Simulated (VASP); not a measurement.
# Tl3S (I4/mmm) in VASP: notebook

Tl3S is run at these levels: PBEsol; tasks: single point.

All numbers are computed with VASP 6.6.1; they aren't measurements. Logs are shortened: lines on timing, memory, paths and dates and some standing lists are left out, and cuts for length are marked.

## 1. The cell of the first run

The structure is tetragonal, space group I4/mmm (No. 139). The conventional cell has a = 4.702 Å, b = 4.702 Å, c = 10.286 Å, α = 90.00°, β = 90.00°, γ = 90.00°. Tl (site symmetry 4/mmm) has 4 S at 3.32 Å and 8 Tl at 3.48 Å within 4.4 Å. Within 4.4 Å of Tl (site symmetry -4m2) lie 8 Tl at 3.32 to 3.48 Å and 4 S at 3.48 Å. Within 4.4 Å of S (site symmetry 4/mmm) lie 12 Tl at 3.32 to 3.48 Å.

## 2. Single point, PBEsol

INCAR

```
PREC = Accurate
ENCUT = 520
EDIFF = 1E-6
ISMEAR = -1
SIGMA = 0.01
LREAL = F
LASPH = T
NELM = 100
ALGO = Normal
ISIF = 2
LWAVE = F
LCHARG = F
GGA = PS
NBANDS = 30
```

KPOINTS

```
Automatic mesh
0
Gamma
  7 7 7
```

POSCAR

```
Tl3S
1.0
   -2.3509700000      2.3509700000      5.1428010000
    2.3509700000     -2.3509700000      5.1428010000
    2.3509700000      2.3509700000     -5.1428010000
Tl S
3 1
Direct
    0.5000000000      0.5000000000      0.0000000000
    0.2500000000      0.7500000000      0.5000000000
    0.7500000000      0.2500000000      0.5000000000
    0.0000000000      0.0000000000      0.0000000000
```

Potentials or basis: VASP PAW PBE potentials, release 64 (Tl_d, S).

The run is started by

```bash
cat potpaw_PBE.64/Tl_d/POTCAR potpaw_PBE.64/S/POTCAR > POTCAR
mpirun -np 1 vasp_std > vasp.out
```

OUTCAR:

```text
PREC = Accurate
   ENCUT = 520
   EDIFF = 1E-6
   ISMEAR = -1
   LREAL = F
   LASPH = T
   NELM = 100
   ISIF = 2
   GGA = PS

 ion  position               nearest neighbor table
   1  0.500  0.500  0.000-   4 3.32   4 3.32   4 3.32   4 3.32   2 3.48   2 3.48   3 3.48   3 3.48
                             3 3.48   2 3.48   3 3.48   2 3.48
   2  0.250  0.750  0.500-   3 3.32   3 3.32   3 3.32   3 3.32   1 3.48   1 3.48   1 3.48   1 3.48

   3  0.750  0.250  0.500-   2 3.32   2 3.32   2 3.32   2 3.32   1 3.48   1 3.48   1 3.48   1 3.48

   4  0.000  0.000  0.000-   1 3.32   1 3.32   1 3.32   1 3.32

  LATTYP: Found a body centered tetragonal cell.
 ALAT       =     4.7019400000
 C/A-ratio  =     2.1875230224

  Lattice vectors:

 A1 = (  -2.3509700000,   2.3509700000,   5.1428010000)
 A2 = (   2.3509700000,  -2.3509700000,   5.1428010000)
 A3 = (   2.3509700000,   2.3509700000,  -5.1428010000)

Analysis of symmetry for initial positions (statically):
=====================================================================
 Subroutine PRICEL returns:
 Original cell was already a primitive cell.

 Routine SETGRP: Setting up the symmetry group for a
 body centered tetragonal supercell.

 Subroutine GETGRP returns: Found 16 space group operations
 (whereof 16 operations were pure point group operations)
 out of a pool of 16 trial point group operations.

The static configuration has the point symmetry D_4h.

Analysis of symmetry for dynamics (positions and initial velocities):
=====================================================================
 Subroutine PRICEL returns:
 Original cell was already a primitive cell.

 Routine SETGRP: Setting up the symmetry group for a
 body centered tetragonal supercell.

 Subroutine GETGRP returns: Found 16 space group operations
 (whereof 16 operations were pure point group operations)
 out of a pool of 16 trial point group operations.

The dynamic configuration has the point symmetry D_4h.

 Subroutine INISYM returns: Found 16 space group operations
 (whereof 16 operations are pure point group operations),
 and found     1 'primitive' translations

----------------------------------------------------------------------------------------

                                     Primitive cell

  volume of cell :     113.6983

  direct lattice vectors                    reciprocal lattice vectors
    -2.350970000  2.350970000  5.142801000     0.000000000  0.212678171  0.097223284
     2.350970000 -2.350970000  5.142801000     0.212678171  0.000000000  0.097223284
     2.350970000  2.350970000 -5.142801000     0.212678171  0.212678171  0.000000000

  length of vectors
     6.123930275  6.123930275  6.123930275     0.233846897  0.233846897  0.300772354

  position of ions in fractional coordinates (direct lattice)
     0.500000000  0.500000000  0.000000000
     0.250000000  0.750000000  0.500000000
     0.750000000  0.250000000  0.500000000
     0.000000000  0.000000000  0.000000000

  ion indices of the primitive-cell ions
   primitive index   ion index
                 1           1
                 2           2
                 3           3
                 4           4

----------------------------------------------------------------------------------------

 KPOINTS: Automatic mesh

Automatic generation of k-mesh.
 Grid dimensions read from file:
 generate k-points for:    7    7    7

 Generating k-lattice:

  Cartesian coordinates                     Fractional coordinates (reciprocal lattice)
     0.000000000  0.030382596  0.013889041     0.142857143  0.000000000  0.000000000
     0.030382596  0.000000000  0.013889041     0.000000000  0.142857143  0.000000000
     0.030382596  0.030382596  0.000000000     0.000000000  0.000000000  0.142857143

  Length of vectors
     0.033406700  0.033406700  0.042967479

  Shift w.r.t. Gamma in fractional coordinates (k-lattice)
     0.000000000  0.000000000  0.000000000

 Subroutine IBZKPT returns following result:
 ===========================================

 Found     40 irreducible k-points:

 Following reciprocal coordinates:
            Coordinates               Weight
  0.000000  0.000000  0.000000      1.000000
  0.142857  0.000000  0.000000      8.000000
  0.285714  0.000000  0.000000      8.000000
  0.428571  0.000000 -0.000000      8.000000
  0.142857  0.142857  0.000000      8.000000
  0.285714  0.142857 -0.000000     16.000000
[... 16 lines left out ...]
 -0.142857  0.285714  0.142857      8.000000
 -0.428571  0.428571  0.142857      8.000000
 [... further k-points ...]
   k-points           NKPTS =     40   k-points in BZ     NKDIM =     40   number of bands    NBANDS=     30
   number of dos      NEDOS =    301   number of ions     NIONS =      4
   total plane-waves  NPLWV = 110592
   dimension x,y,z NGX =    48 NGY =   48 NGZ =   48
   dimension x,y,z NGXF=    96 NGYF=   96 NGZF=   96
   ions per type =               3   1
   NGX,Y,Z   is equivalent  to a cutoff of  13.03, 13.03, 13.03 a.u.
   NGXF,Y,Z  is equivalent  to a cutoff of  26.06, 26.06, 26.06 a.u.
 SYSTEM =  unknown system
   PREC   = accura    normal or accurate (medium, high low for compatibility)
   ISTART =      0    job   : 0-new  1-cont  2-samecut
   ICHARG =      2    charge: 1-file 2-atom 10-const
   ISPIN  =      1    spin polarized calculation?
   LNONCOLLINEAR =      F non collinear calculations
   LSORBIT =      F    spin-orbit coupling
   LASPH  =      T    aspherical Exc in radial PAW
   ENCUT  =  520.0 eV  38.22 Ry    6.18 a.u.  11.39 11.39 11.39*2*pi/ulx,y,z
   NELM   =    100;   NELMIN=  2; NELMDL= -5     # of ELM steps
   EDIFF  = 0.1E-05   stopping-criterion for ELM
   LREAL  =      F    real-space projection
   EDIFFG = 0.1E-04   stopping-criterion for IOM
   NSW    =      0    number of steps for IOM
   IBRION =     -1    ionic relax: 0-MD 1-quasi-New 2-CG
   NFREE  =      0    steps in history (QN), initial steepest desc. (CG)
   ISIF   =      2    stress and relaxation
   ISYM   =      2    0-nonsym 1-usesym 2-fastsym
   POTIM  = 0.5000    time-step for ionic-motion
   TEBEG  =    0.0;   TEEND  =   0.0 temperature during run
   PSTRESS=    0.0 pullay stress
   NELECT =      45.0000    total number of electrons
   NUPDOWN=      -1.0000    fix difference up-down
   EMIN   =  10.00;   EMAX   =-10.00  energy-range for DOS
   EFERMI =   0.00;   METHOD = LEGACY
   ISMEAR =    -1;   SIGMA  =   0.01  broadening in eV -4-tet -1-fermi 0-gaus
   EFERMI_NEDOS =   21; number of points for ismear=-14 and -15
   IALGO  =     38    algorithm
   IMIX   =      4    mixing-type and parameters
     AMIX     =   0.40;   BMIX     =  1.00
     AMIX_MAG =   1.60;   BMIX_MAG =  1.00
  volume/ion in A,a.u.               =      28.42       191.82
  Fermi-wavevector in a.u.,A,eV,Ry     =   1.201972  2.271398 19.656838  1.444737
  Thomas-Fermi vector in A             =   2.337766
   LORBIT       =      0    0 simple, 1 ext, 2 COOP (PROOUT), +10 PAW based schemes
   GGA     = PS    functional components
   LHFCALC =     F    Hartree Fock is set to
   AEXX    =    0.0000 exact exchange contribution
   IVDW    =     0    specifies the selected vdW correction
   LEPSILON=     F    determine dielectric tensor
   LRPA    =     F    only Hartree local field effects (RPA)
 non-spin polarized calculation
  energy-cutoff  :      520.00
  volume of cell :      113.70
 maximum number of plane-waves:      3083
 NGX is ok and might be reduce to    48
   NGX = 23   NGY = 23   NGZ = 23

 number of electron      44.9999998 magnetization

 Free energy of the ion-electron system (eV)
  ---------------------------------------------------
  ext. energy  EPLUGINS =         0.00000000
  ---------------------------------------------------
  free energy    TOTEN  =       -12.60683554 eV

  energy without entropy =      -12.60537621  energy(sigma->0) =      -12.60610587

 E-fermi :   5.2260     XC(G=0):  -9.9343

 val. band max:        5.2207003855   @ k =  -0.4286   0.1429   0.0000
 cond. band min:       5.2534290366   @ k =  -0.4286   0.4286   0.1429
 fundamental gap:      0.0327286510
 Fermi energy:         5.2260477459

 k-point     1 :       0.0000    0.0000    0.0000
  band No.  band energies     occupation
      1      -6.7397      2.00000
      2      -6.6702      2.00000
      3      -6.4667      2.00000
      4      -6.3779      2.00000
      5      -6.2645      2.00000
      6      -6.2645      2.00000
[... 22 lines left out ...]
     29      11.8895      0.00000
     30      12.8677      0.00000

 k-point     2 :       0.1429    0.0000    0.0000
  band No.  band energies     occupation
      1      -6.7002      2.00000
      2      -6.6299      2.00000
      3      -6.4351      2.00000
      4      -6.3469      2.00000
      5      -6.2798      2.00000
      6      -6.2585      2.00000
[... 22 lines left out ...]
     29      11.6602      0.00000
     30      12.7463      0.00000

 k-point     3 :       0.2857    0.0000    0.0000
  band No.  band energies     occupation
      1      -6.6220      2.00000
      2      -6.5142      2.00000
      3      -6.3499      2.00000
      4      -6.3039      2.00000
      5      -6.2881      2.00000
      6      -6.2116      2.00000
[... 22 lines left out ...]
     29      11.2214      0.00000
     30      11.5136      0.00000

 k-point     4 :       0.4286    0.0000   -0.0000
  band No.  band energies     occupation
      1      -6.5404      2.00000
      2      -6.3524      2.00000
      3      -6.3153      2.00000
      4      -6.3054      2.00000
      5      -6.2304      2.00000
      6      -6.1951      2.00000
[... 22 lines left out ...]
     29       9.9000      0.00000
     30      10.0717      0.00000

 k-point     5 :       0.1429    0.1429    0.0000
  band No.  band energies     occupation
      1      -6.6828      2.00000
      2      -6.6028      2.00000
      3      -6.3983      2.00000
      4      -6.3316      2.00000
      5      -6.2855      2.00000
      6      -6.2542      2.00000
[... 22 lines left out ...]
     29      10.7198      0.00000
     30      12.0969      0.00000
[... 526 lines left out ...]
     29      12.4023      0.00000
     30      13.6639      0.00000

 k-point    22 :      -0.2857    0.2857    0.1429
  band No.  band energies     occupation
      1      -6.6129      2.00000
      2      -6.3943      2.00000
      3      -6.3024      2.00000
      4      -6.2635      2.00000
      5      -6.2183      2.00000
      6      -6.2069      2.00000
[... 22 lines left out ...]
     29      10.9238      0.00000
     30      12.0214      0.00000

 k-point    23 :      -0.1429    0.2857    0.1429
  band No.  band energies     occupation
      1      -6.5497      2.00000
      2      -6.3398      2.00000
      3      -6.2956      2.00000
      4      -6.2816      2.00000
      5      -6.2395      2.00000
      6      -6.1893      2.00000
[... 22 lines left out ...]
     29      10.7040      0.00000
     30      11.4075      0.00000

 k-point    24 :      -0.4286    0.4286    0.1429
  band No.  band energies     occupation
      1      -6.6994      2.00000
      2      -6.4664      2.00000
      3      -6.3579      2.00000
      4      -6.3469      2.00000
      5      -6.2752      2.00000
      6      -6.2228      2.00000
[... 22 lines left out ...]
     29      11.3933      0.00000
     30      12.3536      0.00000

 [... further k-points ...]
[... 5 lines left out ...]
  --------------------------------------------------------------------------------------
  -------------------------------------------------------------------------------------
  Total       -1.9519830     -1.9519830     -2.2864257      0.0000000     -0.0000000      0.0000000
  in kB      -27.5063348    -27.5063348    -32.2191292      0.0000000     -0.0000000      0.0000000
  external PRESSURE =     -29.0772663 kB  Pullay stress =       0.0000000 kB

 VOLUME and BASIS-vectors are now :
 -----------------------------------------------------------------------------
  energy-cutoff  :      520.00
  volume of cell :      113.70
      direct lattice vectors                 reciprocal lattice vectors
    -2.350970000  2.350970000  5.142801000     0.000000000  0.212678171  0.097223284
     2.350970000 -2.350970000  5.142801000     0.212678171  0.000000000  0.097223284
     2.350970000  2.350970000 -5.142801000     0.212678171  0.212678171  0.000000000

 POSITION                                       TOTAL-FORCE (eV/Angst)
 -----------------------------------------------------------------------------------
      0.00000      0.00000      5.14280         0.000000     -0.000000      0.000000
      2.35097      0.00000      2.57140         0.000000      0.000000     -0.000000
      0.00000      2.35097      2.57140        -0.000000      0.000000     -0.000000
      0.00000      0.00000      0.00000         0.000000     -0.000000      0.000000
 -----------------------------------------------------------------------------------
    total drift:                                0.000000     -0.000000      0.000000

  FREE ENERGIE OF THE ION-ELECTRON SYSTEM (eV)
  ---------------------------------------------------
  free  energy   TOTEN  =       -12.6068355386 eV

  energy  without entropy=      -12.6053762078  energy(sigma->0) =      -12.60610587
```

Run time: 89 s. Hardware: 1 thread of Intel Xeon 6975P-C (Granite Rapids), shared host; peak memory 0.36 GiB.

Results:

| Quantity | Value |
| --- | --- |
| Free energy | -12.6068 eV |
| Pressure | -2.9 GPa |
| Band gap on the k mesh | zero (an odd number of electrons rules out a gap without spin polarisation) |

Caveat: the PAW data sets were made with another functional, which shifts forces and pressure a little; spin-orbit coupling is left out, which moves the levels of the heavy elements.

## 3. Single point, PBEsol

INCAR

```
  PREC = Accurate
  ENCUT = 520
  EDIFF = 1E-7
  ISMEAR = -1
  SIGMA = 0.005
  LREAL = False
  LASPH = True
  NELM = 80
  ALGO = Normal
  ISIF = 2
  LWAVE = False
  LCHARG = False
  GGA = PS
  NBANDS = 30
```

KPOINTS is that of step 2.

POSCAR is that of step 2.

Potentials or basis: VASP PAW PBE potentials, release 64 (Tl_d, S).

The run is started by

```bash
cat potpaw_PBE.64/Tl_d/POTCAR potpaw_PBE.64/S/POTCAR > POTCAR
mpirun -np 1 vasp_std > vasp.out
```

Run time: 87 s. Hardware: 1 thread of Intel Xeon 6975P-C (Granite Rapids), shared host; peak memory 0.36 GiB.

The run converged. Its results:

```
Free energy            : -12.6062 eV
Pressure               : -2.9 GPa
Band gap on the k mesh : zero (an odd number of electrons rules out a gap without spin polarisation)
```

Stress tensor (GPa, compression positive):
```
-2.73  0.00  0.00
 0.00 -2.73  0.00
 0.00  0.00 -3.26
```

Levels at points of the mesh, in eV from the Fermi level:
```tsv
k point	band 20	band 21	band 22	band 23	band 24	band 25
(0.00, 0.00, 0.00)	-2.98	-1.87	-1.87	0.40	0.40	0.68
```

Caveat: the PAW data sets were made with another functional, which shifts forces and pressure a little; spin-orbit coupling is left out, which moves the levels of the heavy elements.

The gap in the log of VASP goes by the Fermi energy; the results here count the filled bands.